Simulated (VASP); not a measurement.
# H3CCl in VASP: notebook, part 3 of 3

VASP 6.6.1.

## (6) Single point, PBE+D3(BJ)

File INCAR:

```
  PREC = Accurate
  ENCUT = 520
  EDIFF = 1E-6
  ISMEAR = -1
  SIGMA = 0.02
  LREAL = Auto
  LASPH = T
  NELM = 60
  ALGO = Normal
  ISIF = 2
  LWAVE = F
  LCHARG = F
  GGA = PE
  IVDW = 12
  NBANDS = 63
```

File KPOINTS:

```
regular mesh
0
Gamma
  1 1 1
```

File POSCAR:

```
H3CCl
1.0
    7.9200370000      0.0000000000      0.0000000000
    0.0000000000      7.9200370000      0.0000000000
    0.0000000000      0.0000000000      7.9200370000
C Cl H
6 6 18
Direct
    0.5518661087      0.9586950162      0.5359697183
    0.0186741552      0.4832679443      0.3965890563
    0.8749706599      0.2482690422      0.8188219323
    0.6545802753      0.7308551715      0.0235099912
    0.4898967012      0.2105924505      0.1782946216
    0.0647219199      1.0052604552      0.4400484493
    0.4566519071      0.7984053610      0.4169046180
   -0.1443301338      0.6138228900      0.4977123213
    1.0898560196      0.2790391004      0.8906271524
    0.4599220938      0.7430899628     -0.0878026201
    0.4674094326      0.3550740988      0.3420186042
   -0.0311614706      1.0666743097      0.2454786512
    0.6806028810      0.9255512316      0.5443661437
    0.5337727589      1.0784166791      0.4700609353
    0.5223839232      0.9431521595      0.6700852534
    0.0380553778      0.5174344514      0.2626250357
    0.1292165681      0.5050733980      0.4682806406
   -0.0320958097      0.3520564361      0.3947077520
    0.8663090842      0.1083707058      0.7980392011
    0.8007790873      0.2905668244      0.9259931488
    0.8359683168      0.3292661385      0.7086583055
    0.6431535610      0.8272057315      0.1209716571
    0.6503631233      0.6148834911      0.1011232650
    0.7646428925      0.7494156909     -0.0606562823
    0.4853007631      0.2877890596      0.0635098043
    0.6084946320      0.1429286252      0.1911354707
    0.3785462113      0.1219565010      0.1674739651
    0.1812491533      0.9148820896      0.4313489950
    0.0995576157      1.1082523983      0.5320429690
   -0.0215150510      0.9223189235      0.5056036986
```

Potentials or basis: VASP PAW PBE potentials, release 64 (C, Cl, H).

Launch:

```sh
> cat potpaw_PBE.64/C/POTCAR potpaw_PBE.64/Cl/POTCAR potpaw_PBE.64/H/POTCAR > POTCAR
> mpirun -np 1 vasp_gam > vasp.out
```

OUTCAR:

```text
PREC = Accurate
   ENCUT = 520
   EDIFF = 1E-6
   ISMEAR = -1
   LREAL = Auto
   LASPH = T
   NELM = 60
   ISIF = 2
   GGA = PE
   IVDW = 12
 IVDW          = 12

 ion  position               nearest neighbor table
   1  0.552  0.959  0.536-  13 1.05  14 1.09  15 1.09   7 1.75
   2  0.019  0.483  0.397-  17 1.06  16 1.11  18 1.11   8 1.84
   3  0.875  0.248  0.819-  20 1.09  19 1.12  21 1.13   9 1.81
   4  0.655  0.731  0.024-  22 1.09  23 1.11  24 1.11  10 1.78
   5  0.490  0.211  0.178-  26 1.09  25 1.10  27 1.13  11 1.74
   6  0.065  0.005  0.440-  30 1.08  29 1.13  28 1.17  12 1.79
[... 315 lines left out ...]
  Total       0.35588    -1.76969    -1.33384     1.08483     1.03886    -1.58602
  in kB       1.14770    -5.70725    -4.30163     3.49858     3.35032    -5.11490
  external pressure =       -2.95 kB  Pullay stress =        0.00 kB

 VOLUME and BASIS-vectors are now :
 -----------------------------------------------------------------------------
  energy-cutoff  :      520.00
  volume of cell :      496.80
      direct lattice vectors                 reciprocal lattice vectors
     7.920037000  0.000000000  0.000000000     0.126262036  0.000000000  0.000000000
     0.000000000  7.920037000  0.000000000     0.000000000  0.126262036  0.000000000
     0.000000000  0.000000000  7.920037000     0.000000000  0.000000000  0.126262036

 POSITION                                       TOTAL-FORCE (eV/Angst)
 -----------------------------------------------------------------------------------
      4.37080      7.59290      4.24490        -0.058724     -0.169538      0.400746
      0.14790      3.82750      3.14100        -1.695935     -0.297581     -0.776256
      6.92980      1.96630      6.48510         0.151086     -0.323737     -0.154277
      5.18430      5.78840      0.18620        -0.267198     -0.037423      0.818685
      3.88000      1.66790      1.41210        -1.201551     -0.568686     -1.298514
      0.51260      0.04166      3.48520         1.608570     -1.126579      1.316990
[... 22 lines left out ...]
      0.78850      0.85736      4.21380        -0.311087     -0.154376     -1.139427
      7.74964      7.30480      4.00440        -0.706531     -0.084738      0.139646
 -----------------------------------------------------------------------------------
    total drift:                                0.009487     -0.005262     -0.006187

  FREE ENERGIE OF THE ION-ELECTRON SYSTEM (eV)
  ---------------------------------------------------
  free  energy   TOTEN  =      -135.2717893341 eV

  energy  without entropy=     -135.2717893341  energy(sigma->0) =     -135.27178933
```

OSZICAR:

```text
N       E                     dE             d eps       ncg     rms          rms(c)
DAV:   1     0.677483312878E+03    0.67748E+03   -0.38899E+04   126   0.116E+03
DAV:   2    -0.465595234800E+02   -0.72404E+03   -0.69311E+03   172   0.243E+02
DAV:   3    -0.142976064779E+03   -0.96417E+02   -0.95698E+02   156   0.956E+01
DAV:   4    -0.145750760227E+03   -0.27747E+01   -0.27638E+01   164   0.194E+01
DAV:   5    -0.145825765788E+03   -0.75006E-01   -0.74949E-01   164   0.319E+00    0.292E+01
DAV:   6    -0.135345030512E+03    0.10481E+02   -0.15533E+01   149   0.157E+01    0.126E+01
DAV:   7    -0.134103889749E+03    0.12411E+01   -0.64881E+00   156   0.862E+00    0.704E+00
DAV:   8    -0.133816364677E+03    0.28753E+00   -0.43085E-01   156   0.240E+00    0.331E+00
DAV:   9    -0.133804572700E+03    0.11792E-01   -0.81857E-02   156   0.110E+00    0.668E-01
DAV:  10    -0.133807251471E+03   -0.26788E-02   -0.10869E-02   140   0.422E-01    0.274E-01
DAV:  11    -0.133808594508E+03   -0.13430E-02   -0.25712E-03   140   0.229E-01    0.105E-01
DAV:  12    -0.133808596121E+03   -0.16138E-05   -0.78072E-04   140   0.138E-01    0.530E-02
DAV:  13    -0.133808550723E+03    0.45399E-04   -0.23082E-04   148   0.743E-02    0.317E-02
DAV:  14    -0.133808540240E+03    0.10482E-04   -0.45250E-05   164   0.288E-02    0.237E-02
DAV:  15    -0.133808530852E+03    0.93887E-05   -0.10049E-05   140   0.199E-02    0.569E-03
DAV:  16    -0.133808530562E+03    0.28983E-06   -0.62340E-06   156   0.116E-02
   1 F= -.13527179E+03 E0= -.13527179E+03  d E =-.161678E-10
```

Wall time 44 s (1 thread of AMD EPYC 7R13 (Zen 3), shared host); peak memory 0.41 GiB.

Results:

```yaml
Free_energy: -135.2718 eV
Pressure: -0.3 GPa
Largest_force: 2.365 eV/Å
Dispersion_energy_per_atom: -0.049 eV
```

Forces in eV/Å, atoms in the order of the input:
```
C   -0.059 -0.170  0.401
C   -1.696 -0.298 -0.776
C    0.151 -0.324 -0.154
C   -0.267 -0.037  0.819
C   -1.202 -0.569 -1.299
C    1.609 -1.127  1.317
Cl  -0.409 -0.556 -0.311
Cl   0.418 -0.457 -0.544
Cl  -0.129  0.303 -0.613
Cl  -0.128 -0.152 -0.304
Cl  -0.154  0.560  0.960
Cl   0.483 -0.145  0.505
H    1.771 -0.082 -0.607
H   -0.145  0.130  0.607
H   -1.037  0.569 -0.049
H   -0.191  0.348  0.392
H    1.045 -0.165  0.618
H    0.479  0.585  0.354
H   -0.328  0.970 -0.068
H   -0.426 -0.220  0.216
H    0.722 -0.646  0.476
H    0.400  0.456 -0.070
H    0.419 -0.087 -0.640
H   -0.380 -0.281  0.297
H    0.306 -0.217 -0.206
H    0.181 -0.136 -0.038
H    0.815  0.505  0.424
H   -1.232  1.482 -0.707
H   -0.311 -0.154 -1.139
H   -0.707 -0.085  0.140
```

Caveat: the k points lie up to 0.79 Å⁻¹ apart; the atoms stand as in a frame of molecular dynamics.

## (7) Summary

| cell | pressure (GPa) | largest force (eV/Å) |
| --- | --- | --- |
| as given, atomic positions A | -0.4 | 0.33 |
| as given, atomic positions B | -0.2 | 2.86 |
| as given, atomic positions C | -0.6 | 2.37 |
| as given, atomic positions D | -0.7 | 2.94 |
| as given, atomic positions E | -0.3 | 2.36 |

Alike in all rows: task single point; level PBE+D3(BJ); potentials or basis VASP PAW PBE potentials, release 64 (C, Cl, H); no spin polarisation; k mesh 1 × 1 × 1; cutoff (eV) 520; smearing fermi-dirac 0.02 eV.

Caveats: all runs use coarse meshes; the atoms stand as in a frame of molecular dynamics (at least some runs).

Absolute energies hang on the potentials; compare differences alone.
